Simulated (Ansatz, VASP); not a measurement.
Si3F4 in VASP and in Ansatz

INCAR

```
PREC = Accurate ; ENCUT = 600
EDIFF = 1E-6 ; ISMEAR = 0
SIGMA = 0.1 ; LREAL = F
LASPH = T ; NELM = 100
ALGO = Normal ; ISIF = 3
LWAVE = F ; LCHARG = F
GGA = PE ; IBRION = 2
NSW = 100 ; EDIFFG = -0.01
LUSENCCL = F
```

File KPOINTS:

```
Automatic mesh
0
Gamma
  12 12 10
```

File POSCAR:

```
Si3F4
1.0
    5.3423062196      0.0000000000      0.0000000000
   -2.6711531098      4.6265729009      0.0000000000
    0.0000000000      0.0000000000      3.8321944032
Si F
3 4
Direct
    0.5000000000      0.0000000000      0.5000000000
    0.0000000000      0.5000000000      0.5000000000
    0.5000000000      0.5000000000      0.5000000000
    0.0000000000      0.0000000000      0.5000000000
    0.5000000000      0.0000000000      0.0000000000
    0.0000000000      0.5000000000      0.0000000000
    0.5000000000      0.5000000000      0.0000000000
```

Input for Ansatz:

```yaml
crystal:
  lattice:
    - [5.3423062196, 0.0, 0.0]
    - [-2.6711531098, 4.6265729009, 0.0]
    - [0.0, 0.0, 3.8321944032]
  atoms:
    - { symbol: Si, position: [0.5, 0.0, 0.5] }
    - { symbol: Si, position: [0.0, 0.5, 0.5] }
    - { symbol: Si, position: [0.5, 0.5, 0.5] }
    - { symbol: F, position: [0.0, 0.0, 0.5] }
    - { symbol: F, position: [0.5, 0.0, 0.0] }
    - { symbol: F, position: [0.0, 0.5, 0.0] }
    - { symbol: F, position: [0.5, 0.5, 0.0] }
basis:
  ecutwfc: 420
kpoints:
  mp_grid: { grid: [12, 12, 10] }
hamiltonian:
  xc: pbe
scf:
  occupations: { method: gaussian, width: 0.1 }
output:
  forces: true
  stress: true
  eigenvalues: true
relax:
  adjacent_minimum: "off"
  f_tol: 0.01
  max_steps: 80
  cell: { stress_tol: 0.05 }
```

Alike in both runs: task relaxation of cell and atoms; functional PBE; k mesh 12 × 12 × 10; occupations gaussian, width 0.1 eV; no spin polarisation.

```csv
,VASP,Ansatz
version,VASP 6.6.1,Ansatz 0.2.0
potentials or method,"VASP PAW PBE potentials, release 64 (Si, F), cutoff 600 eV","scalar-relativistic, plane waves, PAW"
valence electrons in the cell,40,40
```

```tsv
	VASP	Ansatz	Ansatz less VASP
gap on the k mesh at the Fermi level, each at its own relaxed structure (eV)	none	none	-
relaxed volume (Å³/atom)	13.50	13.55	+0.049
relaxed length of the cell vector where the two differ most in proportion (Å)	5.335	5.346	+0.0107
```

A gap of «none» marks a metal or a gap that the smearing closes.
